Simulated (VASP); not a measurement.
A run of VASP 6.6.1:

Contents of INCAR:

```
SYSTEM = LiF
  PREC = Accurate
  ENCUT = 520
  EDIFF = 1E-6
  ISMEAR = 0
  SIGMA = 0.01
  LREAL = .False.
  LASPH = .True.
  NELM = 60
  ALGO = Normal
  ISIF = 2
  LWAVE = .False.
  LCHARG = .False.
  GGA = PE
  NBANDS = 18
```

KPOINTS

```
Automatic mesh
0
Gamma
  9 9 6
  0 0 0
```

POSCAR

```
LiF
1.0
    3.3621960025      0.0000000000      0.0000000000
   -1.6810980013      2.9117471507      0.0000000000
    0.0000000000      0.0000000000      4.1363390047
Li F
2 2
Direct
    0.3333333333      0.6666666667      0.2500000000
    0.6666666667      0.3333333333      0.7500000000
    0.6666666667      0.3333333333      0.2500000000
    0.3333333333      0.6666666667      0.7500000000
```

Potentials or basis: VASP PAW PBE potentials, release 64 (Li_sv, F).

Command:

```console
$ cat potpaw_PBE.64/Li_sv/POTCAR potpaw_PBE.64/F/POTCAR > POTCAR
$ mpirun -np 1 vasp_std > vasp.out
```

Hardware: 1 thread of Intel Xeon 6975P-C (shared host).

Problem. How long does it take, and how much memory?

Solution. Run time: 31 s on 1 thread of Intel Xeon 6975P-C, on a shared host, peak memory 0.17 GiB. Counts: scf iterations 13, k points 48.
